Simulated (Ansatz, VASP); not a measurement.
One calculation of AlN, two programs

File INCAR:

```
SYSTEM = AlN
ALGO = Normal ; EDIFF = 1E-6
ENCUT = 600 ; GGA = PE
GGA_COMPAT = .FALSE. ; ISIF = 2
ISMEAR = 0 ; LASPH = .TRUE.
LCHARG = .FALSE. ; LREAL = .FALSE.
LWAVE = .FALSE. ; NBANDS = 11
NELM = 120 ; PREC = Accurate
SIGMA = 0.02
```

KPOINTS

```
k-points
0
G
  10 10 10
  0 0 0
```

File POSCAR:

```
AlN
1.0
    0.0000000000      2.2015870997      2.2015870997
    2.2015870997      0.0000000000      2.2015870997
    2.2015870997      2.2015870997      0.0000000000
Al N
1 1
Direct
    0.0000000000      0.0000000000      0.0000000000
    0.7500000000      0.7500000000      0.7500000000
```

Input for Ansatz:

```yaml
crystal:
  lattice:
    - [0.0, 2.2015870997, 2.2015870997]
    - [2.2015870997, 0.0, 2.2015870997]
    - [2.2015870997, 2.2015870997, 0.0]
  atoms:
    - { symbol: Al, position: [0.0, 0.0, 0.0] }
    - { symbol: "N", position: [0.75, 0.75, 0.75] }
basis:
  ecutwfc: 420
kpoints:
  mp_grid: { grid: [10, 10, 10] }
  band_path:
    path:
      - [[0.0, 0.0, 0.0], [-0.5, -0.5, 0.0], [-0.375, -0.375, 0.25]]
      - [[-0.375, 0.0, 0.375], [0.0, 0.0, 0.0], [0.0, 0.0, 0.5], [-0.5, -0.25, 0.25], [-0.5, -0.5, 0.0]]
    npoints: 14
hamiltonian:
  xc: pbe
scf:
  occupations: { method: gaussian, width: 0.02 }
  n_extra_bands: 6
output:
  forces: true
  stress: true
  eigenvalues: true
  populations: true
  dos: { projected: true, de: 0.02, nscf_kmesh: { grid: [15, 15, 15] } }
  bader: true
```

Alike in both runs: task single point; functional PBE; k mesh 10 × 10 × 10; occupations gaussian, width 0.02 eV; no spin polarisation.

```csv
,VASP,Ansatz
version,VASP 6.6.1,Ansatz 0.2.0
potentials or method,"VASP PAW PBE potentials, release 64 (Al, N), cutoff 600 eV","scalar-relativistic, plane waves, PAW"
valence electrons in the cell,8,8
```

VASP gave:

| Property | Result |
| --- | --- |
| gap on the k mesh at the Fermi level (eV) | 3.31 |
| least direct gap on the mesh (eV) | 3.98 |
| pressure (GPa) | -0.4 |

Question: Estimate Ansatz's values.

Answer: gap on the k mesh at the Fermi level (eV): 3.31; least direct gap on the mesh (eV): 3.98; pressure (GPa): 0.0.

The functional is the same, so the differences come from potentials, cutoffs and numerics.
